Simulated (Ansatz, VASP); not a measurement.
## One calculation of Cu, two programs

The input POSCAR:

```
Cu
1.0
    2.6317228242      0.0000000000      0.0000000000
   -1.3158614121      2.2791388215      0.0000000000
    0.0000000000      0.0000000000      4.2950497828
Cu
2
Direct
    0.3333333333      0.6666666667      0.2500000000
    0.6666666667      0.3333333333      0.7500000000
```

INCAR.step1

```
SYSTEM = Cu
PREC = Accurate
ENCUT = 520
ISMEAR = 0
SIGMA = 0.1
LREAL = .False.
LASPH = .True.
NELM = 60
NBANDS = 18
GGA = PE
ALGO = Normal
EDIFF = 1E-4
LWAVE = .True.
LCHARG = .False.
```

INCAR.step2

```
SYSTEM = Cu
PREC = Accurate
ENCUT = 520
EDIFF = 1E-6
ISMEAR = 0
SIGMA = 0.1
LREAL = .False.
LASPH = .True.
NELM = 60
ALGO = Normal
ISIF = 2
LWAVE = .False.
LCHARG = .True.
METAGGA = R2SCAN
LMIXTAU = .True.
LELF = .True.
LVHAR = .True.
NBANDS = 18
ISTART = 1
```

The input KPOINTS:

```
regular mesh
0
Gamma
  24 24 12
  0 0 0
```

Input for Ansatz:

```yaml
crystal:
  lattice:
    - [2.6317228242, 0.0, 0.0]
    - [-1.3158614121, 2.2791388215, 0.0]
    - [0.0, 0.0, 4.2950497828]
  atoms:
    - { symbol: Cu, position: [0.3333333333, 0.6666666667, 0.25] }
    - { symbol: Cu, position: [0.6666666667, 0.3333333333, 0.75] }
basis:
  ecutwfc: 500
kpoints:
  mp_grid: { grid: [24, 24, 12] }
hamiltonian:
  xc: r2scan
scf:
  occupations: { method: gaussian, width: 0.1 }
output:
  forces: true
  stress: true
  eigenvalues: true
```

Change from the starting cell: equal strain along all axes, cell held, atoms relaxed: +4.0 %.

Alike in both runs: task single point; functional r2SCAN; k mesh 24 × 24 × 12; occupations gaussian, width 0.1 eV; no spin polarisation.

|  | VASP | Ansatz |
| --- | --- | --- |
| version | VASP 6.6.1 | Ansatz 0.2.0 |
| potentials or method | VASP PAW PBE potentials, release 64 (Cu), cutoff 520 eV | scalar-relativistic, plane waves, PAW |
| valence electrons in the cell | 22 | 38 |

```tsv
	VASP	Ansatz	Ansatz less VASP
gap on the k mesh at the Fermi level (eV)	none	none	-
pressure (GPa)	-13.6	-14.1	-0.48
traceless stress, the component that is largest in VASP (GPa)	0.43	0.44	+0.007
```

VASP's potentials were made for PBE, not for r2SCAN. A gap of «none» marks a metal or a gap that the smearing closes. With one functional, cell and mesh, what is left measures potentials, basis and numerics. VASP's potentials hold 22 valence electrons a cell and Ansatz's 38, so a difference there can come from the potentials and not from the codes.
